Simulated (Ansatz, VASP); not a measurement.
Al4GeRu: VASP beside Ansatz

```xyz
6
Lattice="4.6269 0.0000 0.0000 -2.3135 4.0070 0.0000 0.0000 0.0000 5.1528" Properties=species:S:1:pos:R:3 pbc="T T T"
Al    0.0000    2.6713    3.8843
Al    0.0000    2.6713    1.2685
Al    2.3135    1.3357    3.8843
Al    2.3135    1.3357    1.2685
Ge    0.0000    0.0000    2.5764
Ru    0.0000    0.0000    0.0000
```

Change from the starting cell: species swapped into the HfTaB4 type (P6/mmm, No. 191).

Alike in both runs: functional PBE; k mesh 6 × 6 × 4; occupations gaussian, width 0.1 eV; no spin polarisation.

Ansatz relaxed the structure, and its values are those at the end. VASP's run is a single point on that final structure, the one shown.

|  | VASP | Ansatz |
| --- | --- | --- |
| version | VASP 6.6.1 | Ansatz 0.2.0 |
| potentials or method | VASP PAW PBE potentials, release 64 (Al, Ge_d, Ru_pv), cutoff 520 eV | scalar-relativistic, plane waves, PAW |
| valence electrons in the cell | 40 | 42 |

|  | VASP | Ansatz | Ansatz less VASP |
| --- | --- | --- | --- |
| gap on the k mesh at the Fermi level (eV) | none | none | - |
| pressure (GPa) | -0.1 | -0.1 | -0.01 |
| rms of the force components (eV/Å) | 0.008 | 0.008 | -0.0004 |

A gap of «none» marks a metal or a gap that the smearing closes. VASP's potentials hold 40 valence electrons a cell and Ansatz's 42, so a difference there can come from the potentials and not from the codes.
